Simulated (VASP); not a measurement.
# Al (Fm-3m) in VASP: notebook

Al is run at these levels: PBEsol; tasks: single point.

All numbers are computed with VASP 6.6.1; they aren't measurements. Logs are shortened: lines on timing, memory, paths and dates and some standing lists are left out, and cuts for length are marked.

**1. The cell of the first run**

The structure is cubic, space group Fm-3m (No. 225). The conventional cell has a = 3.077 Å, b = 3.077 Å, c = 3.077 Å, α = 90.00°, β = 90.00°, γ = 90.00°. Al (site symmetry m-3m) has 12 Al at 2.18 Å within 2.9 Å.

**2. Single point, PBEsol (volume scaled by 0.45)**

Contents of INCAR:

```
PREC = Accurate
ENCUT = 520
EDIFF = 1E-7
ISMEAR = -1
SIGMA = 0.08
LREAL = F
LASPH = T
NELM = 100
ALGO = Normal
ISIF = 2
LWAVE = F
LCHARG = T
GGA = PS
LELF = T
LVHAR = T
NBANDS = 8
```

Contents of KPOINTS:

```
Automatic mesh
0
Gamma
  18 18 18
```

Contents of POSCAR:

```
Al
1.0
    0.0000000000      1.5385914522      1.5385914522
    1.5385914522      0.0000000000      1.5385914522
    1.5385914522      1.5385914522      0.0000000000
Al
1
Direct
    0.0000000000      0.0000000000      0.0000000000
```

Potentials or basis: VASP PAW PBE potentials, release 64 (Al).

Launch:

```bash
> cat potpaw_PBE.64/Al/POTCAR > POTCAR
> mpirun -np 1 vasp_std > vasp.out
```

OUTCAR:

```text
PREC = Accurate
   ENCUT = 520
   EDIFF = 1E-7
   ISMEAR = -1
   LREAL = F
   LASPH = T
   NELM = 100
   ISIF = 2
   GGA = PS

 ion  position               nearest neighbor table
   1  0.000  0.000  0.000-

  LATTYP: Found a face centered cubic cell.
 ALAT       =     3.0771829044

  Lattice vectors:

 A1 = (   0.0000000000,   1.5385914522,   1.5385914522)
 A2 = (   1.5385914522,   0.0000000000,   1.5385914522)
 A3 = (   1.5385914522,   1.5385914522,   0.0000000000)

Analysis of symmetry for initial positions (statically):
=====================================================================
 Subroutine PRICEL returns:
 Original cell was already a primitive cell.

 Routine SETGRP: Setting up the symmetry group for a
 face centered cubic supercell.

 Subroutine GETGRP returns: Found 48 space group operations
 (whereof 48 operations were pure point group operations)
 out of a pool of 48 trial point group operations.

The static configuration has the point symmetry O_h .

Analysis of symmetry for dynamics (positions and initial velocities):
=====================================================================
 Subroutine PRICEL returns:
 Original cell was already a primitive cell.

 Routine SETGRP: Setting up the symmetry group for a
 face centered cubic supercell.

 Subroutine GETGRP returns: Found 48 space group operations
 (whereof 48 operations were pure point group operations)
 out of a pool of 48 trial point group operations.

The dynamic configuration has the point symmetry O_h .

 Subroutine INISYM returns: Found 48 space group operations
 (whereof 48 operations are pure point group operations),
 and found     1 'primitive' translations

----------------------------------------------------------------------------------------

                                     Primitive cell

  volume of cell :       7.2845

  direct lattice vectors                    reciprocal lattice vectors
     0.000000000  1.538591452  1.538591452    -0.324972558  0.324972558  0.324972558
     1.538591452  0.000000000  1.538591452     0.324972558 -0.324972558  0.324972558
     1.538591452  1.538591452  0.000000000     0.324972558  0.324972558 -0.324972558

  length of vectors
     2.175896899  2.175896899  2.175896899     0.562868982  0.562868982  0.562868982

  position of ions in fractional coordinates (direct lattice)
     0.000000000  0.000000000  0.000000000

[... 75 lines left out ...]
   EDIFF  = 0.1E-06   stopping-criterion for ELM
   LREAL  =      F    real-space projection
   EDIFFG = 0.1E-05   stopping-criterion for IOM
   NSW    =      0    number of steps for IOM
   IBRION =     -1    ionic relax: 0-MD 1-quasi-New 2-CG
   NFREE  =      0    steps in history (QN), initial steepest desc. (CG)
   ISIF   =      2    stress and relaxation
   ISYM   =      2    0-nonsym 1-usesym 2-fastsym
   POTIM  = 0.5000    time-step for ionic-motion
   TEBEG  =    0.0;   TEEND  =   0.0 temperature during run
   PSTRESS=    0.0 pullay stress
   NELECT =       3.0000    total number of electrons
   NUPDOWN=      -1.0000    fix difference up-down
   EMIN   =  10.00;   EMAX   =-10.00  energy-range for DOS
   EFERMI =   0.00;   METHOD = LEGACY
   ISMEAR =    -1;   SIGMA  =   0.08  broadening in eV -4-tet -1-fermi 0-gaus
   EFERMI_NEDOS =   21; number of points for ismear=-14 and -15
   IALGO  =     38    algorithm
   IMIX   =      4    mixing-type and parameters
     AMIX     =   0.40;   BMIX     =  1.00
     AMIX_MAG =   1.60;   BMIX_MAG =  1.00
  volume/ion in A,a.u.               =       7.28        49.16
  Fermi-wavevector in a.u.,A,eV,Ry     =   1.218004  2.301693 20.184692  1.483533
  Thomas-Fermi vector in A             =   2.353305
   LORBIT       =      0    0 simple, 1 ext, 2 COOP (PROOUT), +10 PAW based schemes
   GGA     = PS    functional components
   LHFCALC =     F    Hartree Fock is set to
   AEXX    =    0.0000 exact exchange contribution
   IVDW    =     0    specifies the selected vdW correction
   LEPSILON=     F    determine dielectric tensor
   LRPA    =     F    only Hartree local field effects (RPA)
 non-spin polarized calculation
  energy-cutoff  :      520.00
  volume of cell :        7.28
 maximum number of plane-waves:       206
   NGX =  9   NGY =  9   NGZ =  9

 number of electron       3.0000000 magnetization

 Free energy of the ion-electron system (eV)
  ---------------------------------------------------
  ext. energy  EPLUGINS =         0.00000000
  ---------------------------------------------------
  free energy    TOTEN  =         0.79061426 eV

  energy without entropy =        0.79604029  energy(sigma->0) =        0.79332728

 E-fermi :  19.3626     XC(G=0): -13.6960

 val. band max:       19.3469346580   @ k =   0.4444   0.1667   0.0556
 cond. band min:      19.3650009554   @ k =  -0.4444   0.3333   0.1111
 fundamental gap:      0.0180662974
 Fermi energy:        19.3626039522

 k-point     1 :       0.0000    0.0000    0.0000
  band No.  band energies     occupation
      1       1.9195      2.00000
      2      37.8209      0.00000
      3      37.8209      0.00000
      4      37.8209      0.00000
      5      43.5316      0.00000
      6      47.6471      0.00000
      7      47.6471      0.00000
      8      47.6471      0.00000
[... 243 lines left out ...]
 k-point    24 :      -0.2222    0.0556    0.0000
  band No.  band energies     occupation
      1       4.6855      2.00000
      2      25.5028      0.00000
      3      34.7171      0.00000
      4      38.1348      0.00000
      5      42.9939      0.00000
      6      43.8778      0.00000
      7      46.0590      0.00000
      8      52.4003      0.00000

 [... further k-points ...]

------------------------ aborting loop because EDIFF is reached ----------------------------------------

  FORCE on cell =-STRESS in cart. coord.  units (eV):
  Direction    XX          YY          ZZ          XY          YZ          ZX
  --------------------------------------------------------------------------------------
  -------------------------------------------------------------------------------------
  Total       15.6112716     15.6112716     15.6112716      0.0000000      0.0000000      0.0000000
  in kB     3433.5938318   3433.5938318   3433.5938318      0.0000000      0.0000000      0.0000000
  external PRESSURE =    3433.5938318 kB  Pullay stress =       0.0000000 kB

 VOLUME and BASIS-vectors are now :
 -----------------------------------------------------------------------------
  energy-cutoff  :      520.00
  volume of cell :        7.28
      direct lattice vectors                 reciprocal lattice vectors
     0.000000000  1.538591452  1.538591452    -0.324972558  0.324972558  0.324972558
     1.538591452  0.000000000  1.538591452     0.324972558 -0.324972558  0.324972558
     1.538591452  1.538591452  0.000000000     0.324972558  0.324972558 -0.324972558

 POSITION                                       TOTAL-FORCE (eV/Angst)
 -----------------------------------------------------------------------------------
      0.00000      0.00000      0.00000         0.000000      0.000000      0.000000
 -----------------------------------------------------------------------------------
    total drift:                                0.000000     -0.000000     -0.000000

  FREE ENERGIE OF THE ION-ELECTRON SYSTEM (eV)
  ---------------------------------------------------
  free  energy   TOTEN  =         0.7906142637 eV

  energy  without entropy=        0.7960402937  energy(sigma->0) =        0.79332728
```

stdout:

```text
POSCAR found type information on POSCAR Al
 POSCAR found :  1 types and       1 ions
 scaLAPACK will be used
 -----------------------------------------------------------------------------
|                                                                             |
|                                                                             |
|     You enforced a specific xc type in the INCAR file but a different       |
|     I HOPE YOU KNOW WHAT YOU ARE DOING!                                     |
|                                                                             |
 -----------------------------------------------------------------------------

 LDA part: xc-table for (Slater+PW92), standard interpolation
 POSCAR, INCAR and KPOINTS ok, starting setup
 FFT: planning ... GRIDC
 FFT: planning ... GRID_SOFT
 FFT: planning ... GRID
 WAVECAR not read
 entering main loop
```

It took 9.7 s on 1 thread of AMD EPYC 7R13, shared host; peak memory 0.08 GiB.

What came out:

| Item | Value |
| --- | --- |
| Free energy | 0.7906 eV |
| Pressure | 343.4 GPa |

Caveat: the PAW data sets were made with another functional, which shifts forces and pressure a little.

**3. Single point, PBEsol (volume scaled by 0.45)**

Contents of INCAR:

```
SYSTEM = Al
  PREC = Accurate
  ENCUT = 520
  EDIFF = 1E-6
  ISMEAR = -1
  SIGMA = 0.08
  LREAL = .False.
  LASPH = .True.
  NELM = 100
  ALGO = Normal
  ISIF = 2
  LWAVE = .False.
  LCHARG = .False.
  GGA = PS
  NBANDS = 8
```

Contents of KPOINTS:

```
Automatic mesh
0
Gamma
  18 18 18
  0 0 0
```

POSCAR is that of step 2.

Potentials or basis: VASP PAW PBE potentials, release 64 (Al).

Launch:

```bash
> cat potpaw_PBE.64/Al/POTCAR > POTCAR
> mpirun -np 1 vasp_std > vasp.out
```

Wall time 11 s (1 thread of AMD EPYC 7R13, shared host); peak memory 0.08 GiB.

The run converged. Its results:

```
Free energy : 0.7906 eV
Pressure    : 343.4 GPa
```

Levels at points of the mesh, in eV from the Fermi level:
```csv
k point,band 1,band 2,band 3,band 4,band 5,band 6
"(0.00, 0.00, 0.00)",-17.44,18.46,18.46,18.46,24.17,28.28
"(0.50, 0.00, 0.00)",-7.68,-5.44,16.27,16.27,22.06,24.20
"(0.50, 0.50, 0.00)",-4.15,-2.80,5.32,11.78,11.78,22.85
```

Caveat: the PAW data sets were made with another functional, which shifts forces and pressure a little.

(Part 1 of 2 ends here.)
